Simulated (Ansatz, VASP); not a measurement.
**One calculation of PbS, two programs**

Contents of INCAR:

```
SYSTEM = PbS
PREC = Accurate
ENCUT = 520
EDIFF = 1E-6
ISMEAR = -1
SIGMA = 0.06
LREAL = .FALSE.
LASPH = .TRUE.
NELM = 60
ALGO = Normal
ISIF = 2
LWAVE = .FALSE.
LCHARG = .FALSE.
NBANDS = 17
```

The input KPOINTS:

```
regular mesh
0
G
  8 8 8
  0 0 0
```

File POSCAR:

```
PbS
1.0
    0.0000000000      2.8837260000      2.8837260000
    2.8837260000      0.0000000000      2.8837260000
    2.8837260000      2.8837260000      0.0000000000
Pb S
1 1
Direct
    0.0000000000      0.0000000000      0.0000000000
    0.5000000000      0.5000000000      0.5000000000
```

Input for Ansatz:

```yaml
crystal:
  atoms:
  - position: [0.0, 0.0, 0.0]
    symbol: Pb
  - position: [0.5, 0.5, 0.5]
    symbol: S
  lattice:
  - [0.0, 2.883726, 2.883726]
  - [2.883726, 0.0, 2.883726]
  - [2.883726, 2.883726, 0.0]
hamiltonian:
  dispersion: none
  pseudopotentials:
    dirac_shells:
      Pb: [2p, 3d, 3p, 4d, 4p]
    kind: all_electron
    lapw: {}
    relativity: scalar
  xc: lda
kpoints:
  mp_grid:
    grid: [8, 8, 8]
    shift: [0, 0, 0]
magnetization: {spin_polarized: false}
output: {forces: true, stress: true}
scf:
  occupations: {method: fermi_dirac, width: 0.06}
```

Alike in both runs: task single point; functional LDA; k mesh 8 × 8 × 8; occupations fermi-dirac, width 0.06 eV; no spin polarisation.

```csv
,VASP,Ansatz
version,VASP 6.6.1,Ansatz 0.2 development build
potentials or method,"VASP PAW LDA potentials, release 64 (Pb_d, S), cutoff 520 eV","all-electron full-potential LAPW, scalar-relativistic"
```

```tsv
	VASP	Ansatz	Ansatz less VASP
pressure (GPa)	2.8	2.8	-0.01
```

LDA's correlation is that of Perdew and Zunger in VASP and of Perdew and Wang (1992) in Ansatz. Ansatz ran all-electron here, and VASP with PAW potentials.

Neither program's run includes spin-orbit coupling.
